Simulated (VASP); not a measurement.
Set up this calculation in VASP 6.6.1, as the native input.

```
Task                   : single point
Functional             : r2SCAN
Dispersion             : D3(BJ)
Potentials or basis    : VASP PAW PBE potentials, release 64 (Te, Sn_d)
Cutoff                 : 520 eV
k mesh                 : 7 × 7 × 7
Occupations            : fermi-dirac, width 0.05 eV
Spin                   : no spin polarisation
Dipole correction      : no
Further INCAR settings : ALGO = Normal; EDIFF = 1e-06; NBANDS = 17
```

Crystal: SnTe.

```
CELL_PARAMETERS angstrom
0.00000 3.56773 3.56773
3.56773 0.00000 3.56773
3.56773 3.56773 0.00000
ATOMIC_POSITIONS crystal
Te 0.25000 0.25000 0.25000
Sn 0.00000 0.00000 0.00000
```

One way to write it, as run:

POSCAR

```
SnTe
1.0
    0.0000000000      3.5677250276      3.5677250276
    3.5677250276      0.0000000000      3.5677250276
    3.5677250276      3.5677250276      0.0000000000
Te Sn
1 1
Direct
    0.2500000000      0.2500000000      0.2500000000
    0.0000000000      0.0000000000      0.0000000000
```

INCAR.step1

```
SYSTEM = SnTe
PREC     = Accurate       ! precision mode
ENCUT    = 520            ! plane-wave cutoff, eV
ISMEAR   = -1             ! smearing method
SIGMA    = 0.05           ! smearing width, eV
LREAL    = .False.        ! projectors in reciprocal space
LASPH    = .True.         ! aspherical terms in the spheres
NELM     = 80             ! most SCF steps
NBANDS   = 17             ! bands
GGA      = PE             ! functional
ALGO     = Normal         ! electronic algorithm
EDIFF    = 1E-4           ! SCF threshold, eV
LWAVE    = .True.         ! write WAVECAR
LCHARG   = .False.        ! write CHGCAR
```

INCAR.step2

```
SYSTEM = SnTe
PREC     = Accurate       ! precision mode
ENCUT    = 520            ! plane-wave cutoff, eV
EDIFF    = 1E-6           ! SCF threshold, eV
ISMEAR   = -1             ! smearing method
SIGMA    = 0.05           ! smearing width, eV
LREAL    = .False.        ! projectors in reciprocal space
LASPH    = .True.         ! aspherical terms in the spheres
NELM     = 80             ! most SCF steps
ALGO     = Normal         ! electronic algorithm
ISIF     = 2              ! what is computed and relaxed
LWAVE    = .False.        ! write WAVECAR
LCHARG   = .False.        ! write CHGCAR
METAGGA  = R2SCAN         ! meta-GGA
LMIXTAU  = .True.       
IVDW     = 12             ! dispersion correction
VDW_S6   = 1.0          
VDW_S8   = 0.78981345   
VDW_A1   = 0.49484001   
VDW_A2   = 5.73083694   
NBANDS   = 17             ! bands
ISTART   = 1
```

KPOINTS

```
regular mesh
0
Gamma
  7 7 7
  0 0 0
```

Potentials or basis: VASP PAW PBE potentials, release 64 (Te, Sn_d).

Command:

```console
$ cat potpaw_PBE.64/Te/POTCAR potpaw_PBE.64/Sn_d/POTCAR > POTCAR
$ cp INCAR.step1 INCAR
$ mpirun -np 1 vasp_std > vasp.out
$ cp INCAR.step2 INCAR
$ mpirun -np 1 vasp_std > vasp.out
```

It gave:

* Pressure: 0.0 GPa
* Band gap on the k mesh: 0.31 eV (least direct gap 0.88 eV)
* Dispersion energy per atom: -0.141 eV

Caveat: semilocal functionals underestimate gaps, and a narrow one can read as zero; the PAW data sets were made with another functional, which shifts forces and pressure a little; spin-orbit coupling is left out, which moves the levels of the heavy elements; an odd mesh through Γ misses points on the zone boundary, where band edges can lie.

Wall time 76 s on 1 thread of AMD EPYC 9R45 96-Core Processor (Zen 5), with other jobs on the host, peak memory 0.24 GiB.
